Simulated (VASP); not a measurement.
Zr: relaxation of volume and atoms at fixed shape with LDA

Crystal: Zr.

```xyz
2
Lattice="3.2320 0.0000 0.0000 -1.6160 2.7990 0.0000 0.0000 0.0000 5.1470" Properties=species:S:1:pos:R:3 pbc="T T T"
Zr    0.0000    1.8660    1.2868
Zr    1.6160    0.9330    3.8603
```

```json
{"Program": "VASP 6.6.1", "Task": "relaxation of volume and atoms at fixed shape", "Functional": "LDA", "Potentials or basis": "VASP PAW LDA potentials, release 64 (Zr_sv)", "Cutoff": "600 eV", "k mesh": "15 × 15 × 8", "Occupations": "gaussian, width 0.05 eV", "Spin": "no spin polarisation", "Dipole correction": "no", "Further INCAR settings": "ALGO = Normal; EDIFF = 1e-07; IBRION = 2; EDIFFG = -0.02; NSW = 80; ISIF = 8"}
```

```
Relaxed volume                        : 21.86 Å³/atom
Relaxed cell                          : a = 3.165 Å, b = 3.165 Å, c = 5.040 Å, α = 90.00°, β = 90.00°, γ = 120.00°
Space group after relaxing (to 0.1 Å) : P6_3/mmc (No. 194)
Energy gained by relaxing             : 28.3 meV/atom
Ionic steps                           : 3
Pressure after relaxing               : -0.1 GPa
Band gap on the k mesh                : zero (bands 12 and 13 overlap by 1.27 eV)
```

Stress tensor (GPa, compression positive):
```
-0.57  0.00  0.00
 0.00 -0.57  0.00
 0.00  0.00  0.93
```

Step by step:
| step | energy change (eV) | largest force (eV/Å) | pressure (GPa) | volume (Å³) |
| --- | --- | --- | --- | --- |
| 1 | 0.0000 | 0.0000 | -6.02 | 46.56 |
| 2 | 0.0054 | 0.0000 | 7.49 | 40.91 |
| 3 | -0.0566 | 0.0000 | -0.07 | 43.71 |

Final structure:
```yaml
crystal:
  lattice:
    - [3.16468, 0.00000, 0.00000]
    - [-1.58234, 2.74069, 0.00000]
    - [0.00000, 0.00000, 5.03979]
  atoms:
    - { symbol: Zr, position: [0.33333, 0.66667, 0.25000] }
    - { symbol: Zr, position: [0.66667, 0.33333, 0.75000] }
```

Levels at points of the mesh, in eV from the Fermi level:
```csv
k point,band 10,band 11,band 12,band 13,band 14,band 15
"(0.00, 0.00, 0.00)",-3.24,0.80,0.80,0.98,1.49,1.56
"(0.00, 0.00, 0.50)",-3.98,0.01,0.01,0.70,0.70,0.70
```

Run time: 8.5 min on 1 thread of Intel Xeon 8259CL (shared host), peak memory 0.24 GiB.

LDA usually gives volumes a few per cent too small. Zero-point motion and thermal expansion aren't in these numbers.
